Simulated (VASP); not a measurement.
Wanted: the native input for a VASP 6.6.1 run.

```yaml
Task: single point
Functional: PBE
Potentials_or_basis: VASP PAW PBE potentials, release 64 (Y_sv, Mg, O)
Cutoff: 520 eV
k_mesh: 10 × 10 × 8
Occupations: gaussian, width 0.1 eV
Spin: no spin polarisation
Dipole_correction: no
Further_INCAR_settings: ALGO = Normal; EDIFF = 1e-06; NBANDS = 22
```

The structure of YMg2O2 lies in POSCAR:

```
YMg2O2
1.0
    3.5291132210      0.0000000000      0.0000000000
    0.0000000000      3.5291132210      0.0000000000
    0.0000000000      0.0000000000      5.5111594501
Y Mg O
1 2 2
Direct
    0.0000000000      0.0000000000      0.0000000000
    0.0000000000      0.5000000000      0.5000000000
    0.5000000000      0.0000000000      0.5000000000
    0.5000000000      0.5000000000      0.2514977389
    0.5000000000      0.5000000000      0.7485022611
```

One way to write it, as run:

INCAR

```
ALGO = Normal
EDIFF = 1E-6
ENCUT = 520
GGA = PE
ISIF = 2
ISMEAR = 0
LASPH = True
LCHARG = False
LREAL = False
LWAVE = False
NBANDS = 22
NELM = 80
PREC = Accurate
SIGMA = 0.1
```

KPOINTS

```
k-points
0
Gamma
  10 10 8
```

Potentials or basis: VASP PAW PBE potentials, release 64 (Y_sv, Mg, O).

Launch:

```bash
$ cat potpaw_PBE.64/Y_sv/POTCAR potpaw_PBE.64/Mg/POTCAR potpaw_PBE.64/O/POTCAR > POTCAR
$ mpirun -np 1 vasp_std > vasp.out
```

It gave:

| Item | Value |
| --- | --- |
| Pressure | -0.2 GPa |
| Largest force | 0.034 eV/Å |

Caveat: an odd number of electrons without spin polarisation forces a metal; a magnetic or distorted state may lie lower.

Wall time 57 s on 1 thread of Intel(R) Xeon(R) 6975P-C (Granite Rapids), on a shared host, peak memory 0.31 GiB.
